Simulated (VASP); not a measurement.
Write the native input for VASP 6.6.1 that does the following.

| Quantity | Value |
| --- | --- |
| Task | single point |
| Functional | PBEsol |
| Potentials or basis | VASP PAW PBE potentials, release 64 (Se) |
| Cutoff | 520 eV |
| k mesh | 8 × 8 × 6 |
| Occupations | fermi-dirac, width 0.02 eV |
| Spin | no spin polarisation |
| Dipole correction | no |
| Further INCAR settings | ALGO = Normal; EDIFF = 1e-06; NBANDS = 16 |

The structure of Se lies in POSCAR:

```
Se
1.0
    4.2662637173      0.0000000000      0.0000000000
   -2.1331318586      3.6946927584      0.0000000000
    0.0000000000      0.0000000000      4.8484124658
Se
3
Direct
    0.2170000000      0.0000000000      0.1666666667
    0.0000000000      0.2170000000      0.8333333333
    0.7830000000      0.7830000000      0.5000000000
```

This cell differs from its parent crystal: volume scaled by 0.94.

These files were run (other wordings do the same):

INCAR

```
SYSTEM = Se
ALGO = Normal
EDIFF = 1E-6
ENCUT = 520
GGA = PS
ISIF = 2
ISMEAR = -1
LASPH = .True.
LCHARG = .True.
LELF = .True.
LREAL = .False.
LVHAR = .True.
LWAVE = .False.
NBANDS = 16
NELM = 80
PREC = Accurate
SIGMA = 0.02
```

KPOINTS

```
k-points
0
Gamma
  8 8 6
  0 0 0
```

Potentials or basis: VASP PAW PBE potentials, release 64 (Se).

Command:

```sh
$ cat potpaw_PBE.64/Se/POTCAR > POTCAR
$ mpirun -np 1 vasp_std > vasp.out
```

It gave:

* Pressure: 7.8 GPa
* Largest force: 1.907 eV/Å
* Band gap on the k mesh: 1.11 eV, indirect (least direct gap 1.19 eV)

Caveat: the PAW data sets were made with another functional, which shifts forces and pressure a little.

Run time: 41 s on 1 thread of AMD EPYC 7R43 64-Core Processor (Zen 3), with other jobs on the host, peak memory 0.17 GiB.
